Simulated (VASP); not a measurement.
# Te6Mo3H (a cell with a defect): single point with PBEsol+D3(BJ)

Te6Mo3H (a cell with a defect):

```xyz
10
Lattice="3.4334 0.0000 0.0000 -1.7167 2.9734 0.0000 0.0000 0.0000 20.7704" Properties=species:S:1:pos:R:3 pbc="T T T"
Te    0.0000    0.0000   18.9546
Te    0.0000    1.9823   12.2916
Te    0.0000    1.9823    4.8459
Te    0.0000    1.9823   15.9246
Te    0.0000    1.9823    8.4789
Te    0.0000    0.0000    1.8158
Mo    0.0000    0.0000   14.1063
Mo    0.0000    0.0000    6.6642
Mo    0.0000    1.9823    0.0000
H     0.5806   -1.3167   10.4339
```

```
Program                : VASP 6.6.1
Task                   : single point
Functional             : PBEsol
Dispersion             : D3(BJ)
Potentials or basis    : VASP PAW PBE potentials, release 64 (Te, Mo_sv, H)
Cutoff                 : 400 eV
k mesh                 : 9 × 9 × 2
Occupations            : gaussian, width 0.05 eV
Spin                   : no spin polarisation
Dipole correction      : no
Further INCAR settings : ALGO = Normal; EDIFF = 1e-06; NBANDS = 50
```

```
Pressure                   : -0.5 GPa
Largest force              : 0.358 eV/Å
Band gap on the k mesh     : zero (an odd number of electrons rules out a gap without spin polarisation)
Dispersion energy per atom : -0.506 eV
```

Forces in eV/Å, atoms in the order of the input:
```
Te   0.001 -0.001 -0.042
Te  -0.162 -0.042 -0.317
Te   0.008  0.027 -0.073
Te   0.011  0.034  0.085
Te  -0.134 -0.033  0.293
Te   0.001 -0.001  0.047
Mo   0.164  0.082 -0.016
Mo   0.132  0.062  0.013
Mo  -0.003  0.001 -0.005
H   -0.018 -0.131  0.015
```

Stress tensor (GPa, compression positive):
```
-0.58  0.45  0.06
 0.45 -0.44  0.07
 0.06  0.07 -0.54
```

Levels at points of the mesh, in eV from the Fermi level:
| k point | band 37 | band 38 | band 39 | band 40 | band 41 | band 42 |
| --- | --- | --- | --- | --- | --- | --- |
| (0.00, 0.00, 0.00) | -1.14 | -0.18 | -0.16 | 1.80 | 2.79 | 2.80 |
| (0.00, 0.00, 0.50) | -1.06 | -0.18 | -0.16 | 1.81 | 2.77 | 2.81 |

Wall time 5.5 min on 1 thread of Intel(R) Xeon(R) 6975P-C (Granite Rapids), on a shared host, peak memory 0.59 GiB.

Caveat: the PAW data sets were made with another functional, which shifts forces and pressure a little; spin-orbit coupling is left out, which moves the levels of the heavy elements.
